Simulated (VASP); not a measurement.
Write the native input for VASP 6.6.1 that does the following.

| Item | Value |
| --- | --- |
| Task | single point |
| Functional | PBE |
| Potentials or basis | VASP PAW PBE potentials, release 64 (C) |
| Cutoff | 520 eV |
| k mesh | 6 × 4 × 6 |
| Occupations | gaussian, width 0.2 eV |
| Spin | no spin polarisation |
| Dipole correction | no |
| Further INCAR settings | ALGO = Normal; EDIFF = 1e-07; NBANDS = 26 |

The structure of C lies in POSCAR:

```
C
1.0
   -3.4418392982      3.4423987481     -0.0584362533
    3.4491776835      3.4498211080      0.0288707156
    1.6670555533     -1.7031650337     -4.3507267886
C
8
Direct
    0.1500768713      0.3491892991      0.9999467645
    0.6506461001      0.8496069607      0.0001494038
    0.6501207287      0.1508372358      0.0000173775
    0.1505377363      0.6503603641      0.0000418957
    0.8494330936      0.3496115571      0.9998862020
    0.3498470619      0.8491847456     -0.0000538411
    0.3494085117      0.1503646422     -0.0000625133
    0.8499298965      0.6508451953      0.0000747112
```

One way to write it, as run:

INCAR

```
SYSTEM = C
  PREC = Accurate
  ENCUT = 520
  EDIFF = 1E-7
  ISMEAR = 0
  SIGMA = 0.2
  LREAL = .False.
  LASPH = .True.
  NELM = 60
  ALGO = Normal
  ISIF = 2
  LWAVE = .False.
  LCHARG = .False.
  GGA = PE
  NBANDS = 26
```

KPOINTS

```
regular mesh
0
Gamma
  6 4 6
  0 0 0
```

Potentials or basis: VASP PAW PBE potentials, release 64 (C).

Launch:

```console
$ cat potpaw_PBE.64/C/POTCAR > POTCAR
$ mpirun -np 1 vasp_std > vasp.out
```

Results of the run:

- Pressure: 0.1 GPa
- Largest force: 0.051 eV/Å

Caveat: this functional lacks dispersion, which binds the layers, so the pressure and a relaxed spacing across them are unreliable.

It took 2.3 min on 1 thread of Intel(R) Xeon(R) Platinum 8259CL CPU @ 2.50GHz (Skylake/Cascade Lake) (shared host), peak memory 0.29 GiB.
